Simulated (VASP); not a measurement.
Write the native input for VASP 6.6.1 that does the following.

```
Task                   : single point
Functional             : PBEsol
Potentials or basis    : VASP PAW PBE potentials, release 64 (Ta_pv, N)
Cutoff                 : 520 eV
k mesh                 : 15 × 15 × 5
Occupations            : gaussian, width 0.15 eV
Spin                   : no spin polarisation
Dipole correction      : no
Further INCAR settings : ALGO = Normal; EDIFF = 1e-06; NBANDS = 42
```

The structure of TaN lies in POSCAR:

```
TaN
1.0
    1.4619341542     -2.5321442324      0.0000000000
    0.0000000000      0.0000000000     -2.8704762697
    9.6376303292      5.5642884649      0.0000000000
Ta N
4 4
Direct
    0.5000000000      0.5000000000      0.8343113158
    0.0000000000      0.5000000000      0.1517053775
    0.5000000000      0.5000000000      0.3792406903
    0.0000000000      0.5000000000      0.6067760031
    0.5000000000      0.0000000000      0.0758602733
    0.0000000000      0.0000000000      0.3033955861
    0.5000000000      0.0000000000      0.5309308988
    0.0000000000      0.0000000000      0.7584662116
```

One way to write it, as run:

INCAR

```
SYSTEM = TaN
PREC     = Accurate       ! precision mode
ENCUT    = 520            ! plane-wave cutoff, eV
EDIFF    = 1E-6           ! SCF threshold, eV
ISMEAR   = 0              ! smearing method
SIGMA    = 0.15           ! smearing width, eV
LREAL    = .FALSE.        ! projectors in reciprocal space
LASPH    = .TRUE.         ! aspherical terms in the spheres
NELM     = 100            ! most SCF steps
ALGO     = Normal         ! electronic algorithm
ISIF     = 2              ! what is computed and relaxed
LWAVE    = .FALSE.        ! write WAVECAR
LCHARG   = .FALSE.        ! write CHGCAR
GGA      = PS             ! functional
NBANDS   = 42             ! bands
```

KPOINTS

```
regular mesh
0
G
  15 15 5
  0 0 0
```

Potentials or basis: VASP PAW PBE potentials, release 64 (Ta_pv, N).

Run with:

```console
$ cat potpaw_PBE.64/Ta_pv/POTCAR potpaw_PBE.64/N/POTCAR > POTCAR
$ mpirun -np 1 vasp_std > vasp.out
```

It gave:

The pressure is -8.7 GPa. The largest force is 2.822 eV/Å and the band gap on the k mesh is zero (bands 32 and 33 overlap by 0.72 eV).

Caveat: the cell stands under tension; the PAW data sets were made with another functional, which shifts forces and pressure a little; spin-orbit coupling is left out, which moves the levels of the heavy elements.

Wall time 10 min on 1 thread of Intel(R) Xeon(R) Platinum 8488C (Sapphire Rapids), on a shared host, peak memory 0.62 GiB.
